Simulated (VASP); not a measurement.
BAs: single point with r2SCAN

Crystal: BAs.

```
CELL_PARAMETERS angstrom
3.36586 0.00000 0.00000
-1.68293 2.91492 0.00000
0.00000 0.00000 8.74459
ATOMIC_POSITIONS crystal
B 0.33333 0.66667 0.25000
B 0.66667 0.33333 0.75000
As 0.66667 0.33333 0.25000
As 0.33333 0.66667 0.75000
```

| Property | Result |
| --- | --- |
| Program | VASP 6.6.1 |
| Task | single point |
| Functional | r2SCAN |
| Potentials or basis | VASP PAW PBE potentials, release 64 (B, As_d) |
| Cutoff | 660 eV |
| k mesh | 12 × 12 × 4 |
| Occupations | gaussian, width 0.01 eV |
| Spin | no spin polarisation |
| Dipole correction | no |
| Further INCAR settings | ALGO = Normal; EDIFF = 1e-06; NBANDS = 26 |

The pressure is 0.1 GPa. The band gap on the k mesh is 0.97 eV.

Stress tensor (GPa, compression positive):
```
 0.20  0.00  0.00
 0.00  0.20  0.00
 0.00  0.00 -0.05
```

Levels at points of the mesh, in eV from the valence-band top:
| k point | band 14 | band 15 | band 16 | band 17 | band 18 | band 19 | band 20 | band 21 | band 22 | band 23 |
| --- | --- | --- | --- | --- | --- | --- | --- | --- | --- | --- |
| (0.00, 0.00, 0.00) | -3.50 | -1.53 | -1.53 | -1.49 | -1.49 | 3.61 | 4.30 | 4.56 | 5.18 | 5.18 |
| (0.50, 0.00, 0.00) | -8.63 | -3.75 | -3.71 | -1.50 | -0.58 | 1.15 | 2.30 | 2.81 | 3.00 | 7.57 |
| (0.00, 0.00, 0.50) | -4.16 | -1.51 | -1.51 | -1.51 | -1.51 | 4.36 | 4.36 | 5.22 | 5.22 | 5.22 |
| (0.50, 0.00, 0.50) | -8.67 | -3.73 | -3.73 | -1.07 | -1.07 | 1.64 | 1.64 | 2.90 | 2.90 | 8.52 |

It took 8.6 min on 1 thread of Intel(R) Xeon(R) Platinum 8259CL CPU @ 2.50GHz (Skylake/Cascade Lake), on a shared host, peak memory 0.35 GiB.

Caveat: the PAW data sets were made with another functional, which shifts forces and pressure a little. A k mesh can miss the band edges.
